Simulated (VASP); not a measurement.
# H15C2NO6 in VASP: notebook, part 2 of 2

VASP 6.6.1.

### Step 3. Single point, PBEsol

INCAR

```
SYSTEM = H15C2NO6
PREC = Accurate
ENCUT = 520
EDIFF = 1E-6
ISMEAR = -1
SIGMA = 0.02
LREAL = Auto
LASPH = .True.
NELM = 80
ALGO = Normal
ISIF = 2
LWAVE = .False.
LCHARG = .False.
GGA = PS
NBANDS = 50
```

KPOINTS

```
Automatic mesh
0
Gamma
  1 1 1
  0 0 0
```

POSCAR

```
H15C2NO6
1.0
    6.4392770000      0.0000000000      0.0000000000
    0.0000000000      6.4392770000      0.0000000000
    0.0000000000      0.0000000000      6.4392770000
O H C N
6 15 2 1
Direct
    0.2246991394      0.8510893381     -0.0343206233
    0.3359072765      0.4541814244      0.4354060246
    0.7045511476      0.4963756024      0.6270424459
    0.6374939298      0.8882984844      0.4828802985
    0.1249208568      0.8605779810      0.3567791850
    0.0763750340      0.0847921281      0.6676991842
    0.1886857795      0.9769419766     -0.1395187690
    0.1580456936      0.7217891077     -0.0789219038
    0.4677854362      0.4637166564      0.5199496776
    0.3833039020      0.4721182207      0.2960891417
    0.7185278720      0.6407396358      0.5853141587
    0.8198746536      0.4603001238      0.7263393080
    0.6854340945      0.9332103589      0.3439050688
    0.4919185803      0.9181154965      0.4960184195
    0.1616175232      0.8482318745      0.1905338130
    0.1438204941      0.7187142283      0.4095646142
    0.1256973415      0.2271373013      0.6155349428
    0.0526456619     -0.0108241966      0.5465831024
    0.6111245098      0.1774888703     -0.0074853124
    0.8289439948      0.0426911282      0.1249053271
    0.7242117399      0.2605572023      0.2605882617
    0.7574608143      0.1987334914      0.1018126724
    0.9138758901      0.3516077970      0.0295530073
    1.0218693807      0.4764975944     -0.0396783676
```

Potentials or basis: VASP PAW PBE potentials, release 64 (O, H, C, N).

Launch:

```sh
cat potpaw_PBE.64/O/POTCAR potpaw_PBE.64/H/POTCAR potpaw_PBE.64/C/POTCAR potpaw_PBE.64/N/POTCAR > POTCAR
mpirun -np 1 vasp_gam > vasp.out
```

OUTCAR:

```text
SYSTEM = H15C2NO6
   PREC = Accurate
   ENCUT = 520
   EDIFF = 1E-6
   ISMEAR = -1
   LREAL = Auto
   LASPH = .True.
   NELM = 80
   ISIF = 2
   GGA = PS

 ion  position               nearest neighbor table
   1  0.225  0.851  0.966-   8 0.98   7 1.08
   2  0.336  0.454  0.435-  10 0.95   9 1.01
   3  0.705  0.496  0.627-  11 0.97  12 1.01
   4  0.637  0.888  0.483-  14 0.96  13 0.99
   5  0.125  0.861  0.357-  16 0.98  15 1.10
   6  0.076  0.085  0.668-  18 1.01  17 1.03
   7  0.189  0.977  0.860-   1 1.08
   8  0.158  0.722  0.921-   1 0.98
   9  0.468  0.464  0.520-   2 1.01
  10  0.383  0.472  0.296-   2 0.95
  11  0.719  0.641  0.585-   3 0.97
  12  0.820  0.460  0.726-   3 1.01
  13  0.685  0.933  0.344-   4 0.99
  14  0.492  0.918  0.496-   4 0.96
  15  0.162  0.848  0.191-   5 1.10
  16  0.144  0.719  0.410-   5 0.98
  17  0.126  0.227  0.616-   6 1.03
  18  0.053  0.989  0.547-   6 1.01
  19  0.611  0.177  0.993-  22 1.18
  20  0.829  0.043  0.125-  22 1.12
  21  0.724  0.261  0.261-  22 1.12
  22  0.757  0.199  0.102-  20 1.12  21 1.12  19 1.18  23 1.48
  23  0.914  0.352  0.030-  24 1.15  22 1.48
[... 211 lines left out ...]

 k-point     1 :       0.0000    0.0000    0.0000
  band No.  band energies     occupation
      1     -22.2120      2.00000
      2     -21.8795      2.00000
      3     -21.5920      2.00000
      4     -21.4826      2.00000
      5     -20.8789      2.00000
      6     -20.5984      2.00000
[... 36 lines left out ...]
     43       6.3076      0.00000
     44       6.5719      0.00000
 [bands above 44 left out]

------------------------ aborting loop because EDIFF is reached ----------------------------------------

  FORCE on cell =-STRESS in cart. coord.  units (eV):
  Direction    XX          YY          ZZ          XY          YZ          ZX
  --------------------------------------------------------------------------------------
  -------------------------------------------------------------------------------------
  Total       -3.3832316     -3.0071272     -2.8347616     -0.6943745      1.8603529     -2.1308759
  in kB      -20.3016338    -18.0447577    -17.0104497     -4.1667076     11.1633512    -12.7866688
  external PRESSURE =     -18.4522804 kB  Pullay stress =       0.0000000 kB

 VOLUME and BASIS-vectors are now :
 -----------------------------------------------------------------------------
  energy-cutoff  :      520.00
  volume of cell :      267.00
      direct lattice vectors                 reciprocal lattice vectors
     6.439277000  0.000000000  0.000000000     0.155296938  0.000000000  0.000000000
     0.000000000  6.439277000  0.000000000     0.000000000  0.155296938  0.000000000
     0.000000000  0.000000000  6.439277000     0.000000000  0.000000000  0.155296938

 POSITION                                       TOTAL-FORCE (eV/Angst)
 -----------------------------------------------------------------------------------
      1.44690      5.48040      6.21828         0.194185      1.730591     -0.306120
      2.16300      2.92460      2.80370         0.013102     -0.089406      1.297178
      4.53680      3.19630      4.03770         0.741605     -1.080863      0.718830
      4.10500      5.72000      3.10940         1.101842     -0.121253     -0.435305
      0.80440      5.54150      2.29740         0.135060     -0.811127     -1.828336
      0.49180      0.54600      4.29950         0.352225      2.273822      0.689802
[... 16 lines left out ...]
      5.88470      2.26410      0.19030        -2.014176     -2.253442      0.176390
      0.14082      3.06830      6.18378         0.878831      0.842168     -0.361043
 -----------------------------------------------------------------------------------
    total drift:                                0.004679     -0.011072     -0.001006

  FREE ENERGIE OF THE ION-ELECTRON SYSTEM (eV)
  ---------------------------------------------------
  free  energy   TOTEN  =      -125.1305179585 eV

  energy  without entropy=     -125.1305179585  energy(sigma->0) =     -125.13051796
```

OSZICAR:

```text
N       E                     dE             d eps       ncg     rms          rms(c)
DAV:   1     0.536196634011E+03    0.53620E+03   -0.33216E+04   100   0.116E+03
DAV:   2    -0.726853539834E+02   -0.60888E+03   -0.56518E+03   126   0.290E+02
DAV:   3    -0.135736570100E+03   -0.63051E+02   -0.62442E+02   128   0.990E+01
DAV:   4    -0.136844022292E+03   -0.11075E+01   -0.11048E+01   128   0.150E+01
DAV:   5    -0.136861732831E+03   -0.17711E-01   -0.17703E-01   120   0.179E+00    0.204E+01
DAV:   6    -0.125874755276E+03    0.10987E+02   -0.32461E+01   120   0.238E+01    0.863E+00
DAV:   7    -0.125305795255E+03    0.56896E+00   -0.14961E+00   128   0.528E+00    0.515E+00
DAV:   8    -0.125119930498E+03    0.18586E+00   -0.43310E-01   120   0.335E+00    0.118E+00
DAV:   9    -0.125119857990E+03    0.72508E-04   -0.49630E-02   120   0.122E+00    0.413E-01
DAV:  10    -0.125126407428E+03   -0.65494E-02   -0.24897E-02   120   0.828E-01    0.242E-01
DAV:  11    -0.125128904928E+03   -0.24975E-02   -0.54646E-03   112   0.387E-01    0.115E-01
DAV:  12    -0.125130090620E+03   -0.11857E-02   -0.10782E-03   118   0.166E-01    0.482E-02
DAV:  13    -0.125130476421E+03   -0.38580E-03   -0.30400E-04   100   0.995E-02    0.202E-02
DAV:  14    -0.125130505874E+03   -0.29453E-04   -0.59689E-05   128   0.405E-02    0.114E-02
DAV:  15    -0.125130517308E+03   -0.11434E-04   -0.20545E-05   104   0.261E-02    0.472E-03
DAV:  16    -0.125130517958E+03   -0.65065E-06   -0.20862E-06   120   0.871E-03
   1 F= -.12513052E+03 E0= -.12513052E+03  d E =-.757018E-12
```

Run time: 20 s. Hardware: 1 thread of Intel Xeon Platinum 8488C (Sapphire Rapids), shared host; peak memory 0.3 GiB.

What came out:

```yaml
Free_energy: -125.1305 eV
Pressure: -1.8 GPa
Largest_force: 3.028 eV/Å
```

Forces in eV/Å, atoms in the order of the input:
```
O    0.194  1.731 -0.306
O    0.013 -0.089  1.297
O    0.742 -1.081  0.719
O    1.102 -0.121 -0.435
O    0.135 -0.811 -1.828
O    0.352  2.274  0.690
H   -0.173 -1.855  0.647
H   -0.147 -0.059 -0.308
H   -0.431 -0.144 -0.111
H    0.157  0.085 -1.015
H    0.056  0.961 -0.133
H   -0.985  0.446 -0.927
H   -0.458 -0.265  0.848
H   -0.819  0.176 -0.234
H   -0.222  0.618  1.298
H    0.219 -0.074 -0.080
H   -0.418 -1.976  0.242
H    0.574  0.392 -0.439
H    1.759  0.631  1.230
H    0.202  0.338 -0.341
H   -0.594 -0.302 -0.231
C   -0.123  0.539 -0.398
C   -2.014 -2.253  0.176
N    0.879  0.842 -0.361
```

Caveat: the k points lie up to 0.98 Å⁻¹ apart; the PAW data sets were made with another functional, which shifts forces and pressure a little.

### Step 4. Single point, PBEsol

INCAR: that of step 3 with these lines changed.

```diff
@@ -12,4 +12,6 @@
 LWAVE = .False.
-LCHARG = .False.
+LCHARG = .True.
 GGA = PS
+LELF = .True.
+LVHAR = .True.
 NBANDS = 50
```

KPOINTS

```
regular mesh
0
Gamma
  1 1 1
  0 0 0
```

POSCAR

```
H15C2NO6
1.0
    6.4392770000      0.0000000000      0.0000000000
    0.0000000000      6.4392770000      0.0000000000
    0.0000000000      0.0000000000      6.4392770000
O H C N
6 15 2 1
Direct
    0.2829199614      0.8097182339     -0.0317426941
    0.3098795098      0.4297687458      0.4270510494
    0.7419311205      0.4760627629      0.6300862659
    0.5976757950      0.8634665041      0.4611387272
    0.1061143976      0.8337892593      0.3279094842
    0.1185692120      0.0939857068      0.7001717739
    0.2605882617      0.9133944696     -0.1523152366
    0.2792238942      0.6723580924     -0.0930694548
    0.4272063463      0.4656733978      0.5237233932
    0.2662255405      0.5747229076      0.3826205954
    0.7047530336      0.6214206968      0.6381617067
    0.8646001717      0.4344121242      0.6952954501
    0.5896158839      0.8746012945      0.3115101276
    0.4736556604      0.9436618428      0.4816845121
    0.1659968969      0.8248441556      0.1913879462
   -0.0335751980      0.7608152282      0.3353792670
    0.1679070492      0.2302742994      0.6289525982
    0.1054000317      0.0055441007      0.5746297294
    0.6454140737      0.2953437164     -0.0392280065
    0.8055252166      0.0778969440      0.0024692213
    0.7298956078      0.2478383831      0.2105671180
    0.7758635014      0.2340790744      0.0539501562
    0.9809486376      0.3173492925      0.0218036901
    1.1325650380      0.4100460347     -0.0157936986
```

Launch:

```sh
cat potpaw_PBE.64/O/POTCAR potpaw_PBE.64/H/POTCAR potpaw_PBE.64/C/POTCAR potpaw_PBE.64/N/POTCAR > POTCAR
mpirun -np 1 vasp_gam > vasp.out
```

Wall time 22 s (1 thread of Intel Xeon Platinum 8488C (Sapphire Rapids), shared host); peak memory 0.3 GiB.

Results (log left out):

- Free energy: -124.8155 eV
- Pressure: 0.0 GPa
- Largest force: 3.528 eV/Å

Forces on the atoms (eV/Å):
```
O    0.423  1.537 -1.128
O    0.608  1.372  0.867
O   -2.484 -0.209 -1.558
O    0.124 -0.065 -0.157
O   -2.243 -0.740  2.621
O    0.813  1.064 -1.688
H   -0.159 -0.511  1.291
H   -0.199 -0.715  0.127
H   -0.503 -0.587 -0.719
H   -0.118 -1.068  0.243
H    0.551  0.538  0.139
H    1.855 -0.003  1.114
H    0.617 -0.519 -0.870
H   -0.843  0.548  1.131
H    0.418 -0.125 -2.158
H    1.772  0.795 -0.344
H   -0.301 -1.287  0.879
H   -0.234 -0.132 -0.090
H    0.501  0.364 -0.318
H   -0.572 -1.316  0.060
H   -0.271 -0.205  1.711
C    0.777 -0.169 -1.046
C   -0.170  1.915 -0.253
N   -0.362 -0.483  0.146
```

Stress tensor (GPa, compression positive):
```
-1.55 -0.44 -0.31
-0.44 -0.32  1.88
-0.31  1.88  1.73
```

Levels at points of the mesh, in eV from the Fermi level:
```csv
k point,band 30,band 31,band 32,band 33,band 34,band 35
"(0.00, 0.00, 0.00)",-0.86,-0.77,-0.53,4.19,5.60,6.00
```

Caveat: the k points lie up to 0.98 Å⁻¹ apart; the PAW data sets were made with another functional, which shifts forces and pressure a little.

### Step 5. Single point, PBEsol

INCAR

```
ALGO = Normal
EDIFF = 1E-6
ENCUT = 520
GGA = PS
ISIF = 2
ISMEAR = -1
LASPH = True
LCHARG = True
LELF = True
LREAL = Auto
LVHAR = True
LWAVE = False
NBANDS = 50
NELM = 60
PREC = Accurate
SIGMA = 0.02
```

KPOINTS

```
k-points
0
Gamma
  1 1 1
```

POSCAR

```
H15C2NO6
1.0
    6.4392770000      0.0000000000      0.0000000000
    0.0000000000      6.4392770000      0.0000000000
    0.0000000000      0.0000000000      6.4392770000
O H C N
6 15 2 1
Direct
    0.2950331225      0.8448153418     -0.0025002807
    0.3141191162      0.4111641726      0.4439007671
    0.7394308398      0.4644620817      0.6345743474
    0.5823324575      0.8427654223      0.4249700704
    0.1323285207      0.8116128565      0.3577575557
    0.1374377900      0.0746046489      0.6542194100
    0.2385671559      0.9518304617     -0.0991881542
    0.2670020252      0.6987741015     -0.0449274041
    0.2048832501      0.5154460664      0.4250166595
    0.3089632578      0.3284996126      0.3171629361
    0.6361117871      0.5625010385      0.5921938131
    0.8598636151      0.5559164484      0.6534118660
    0.4607349552      0.8846800658      0.3367614097
    0.5842115505      0.9301975983      0.5481516015
    0.1626735424      0.7917814376      0.2048366610
   -0.0103427761      0.8197038270      0.3705074343
    0.1809830514      0.2199470531      0.5956724645
    0.1512592175     -0.0207010818      0.5404488734
    0.6578844178      0.3222100866      0.1013623113
    0.7381574049      0.1841976980     -0.1349375093
    0.7891103302      0.0991415651      0.1650651152
    0.7803981720      0.2239071250      0.0288697007
    0.9614588719      0.3595745299      0.0238536097
    1.1115999514      0.4551753248      0.0145047340
```

Launch:

```sh
cat potpaw_PBE.64/O/POTCAR potpaw_PBE.64/H/POTCAR potpaw_PBE.64/C/POTCAR potpaw_PBE.64/N/POTCAR > POTCAR
mpirun -np 1 vasp_gam > vasp.out
```

Wall time 21 s (1 thread of Intel Xeon Platinum 8488C (Sapphire Rapids), shared host); peak memory 0.3 GiB.

Results (log left out):

* Free energy: -124.8669 eV
* Pressure: 0.1 GPa
* Largest force: 3.097 eV/Å

Forces on the atoms (eV/Å):
```
O    0.257 -0.132  0.381
O   -0.167 -0.509  0.366
O    1.282 -0.151  0.437
O   -0.269  0.189 -0.692
O    2.075 -1.070 -0.377
O    0.277  2.732  1.264
H   -0.096 -0.580 -0.528
H   -0.129  0.553 -0.333
H    0.111  0.532 -0.220
H   -0.014  0.148 -0.151
H   -1.189  0.588 -0.701
H   -0.084 -0.413  0.077
H    0.914 -0.355  0.860
H   -0.352  0.260 -0.084
H    0.317  0.680  0.022
H   -3.094  0.073  0.114
H   -0.195 -1.718  0.621
H    0.367 -0.707 -1.066
H   -0.205  0.044 -0.540
H    0.141 -0.250  0.814
H    0.308  0.919 -2.080
C   -0.027  0.093  1.884
C   -1.908 -2.203  0.067
N    1.678  1.279 -0.135
```

Stress tensor (GPa, compression positive):
```
 2.57 -0.61 -0.25
-0.61 -1.18  2.31
-0.25  2.31 -1.18
```

Levels at points of the mesh, in eV from the Fermi level:
| k point | band 29 | band 30 | band 31 | band 32 | band 33 | band 34 | band 35 | band 36 |
| --- | --- | --- | --- | --- | --- | --- | --- | --- |
| (0.00, 0.00, 0.00) | -1.19 | -1.06 | -0.81 | -0.50 | 3.99 | 5.29 | 5.57 | 6.91 |

Caveat: the k points lie up to 0.98 Å⁻¹ apart; the atoms stand as in a frame of molecular dynamics; the PAW data sets were made with another functional, which shifts forces and pressure a little.

### Step 6. Summary

```csv
cell,pressure (GPa),largest force (eV/Å)
"as given, atomic positions A",1.7,3.57
"as given, atomic positions B",-1.8,3.03
"as given, atomic positions C",0.0,3.53
"as given, atomic positions D",0.1,3.10
```

Alike in all rows: task single point; level PBEsol; potentials or basis VASP PAW PBE potentials, release 64 (O, H, C, N); no spin polarisation; k mesh 1 × 1 × 1; cutoff (eV) 520; smearing fermi-dirac 0.02 eV.

Caveats: all runs use coarse meshes; the PAW data sets were made with another functional, which shifts forces and pressure a little; the atoms stand as in a frame of molecular dynamics (at least some runs).

Absolute energies hang on the potentials; compare differences alone.
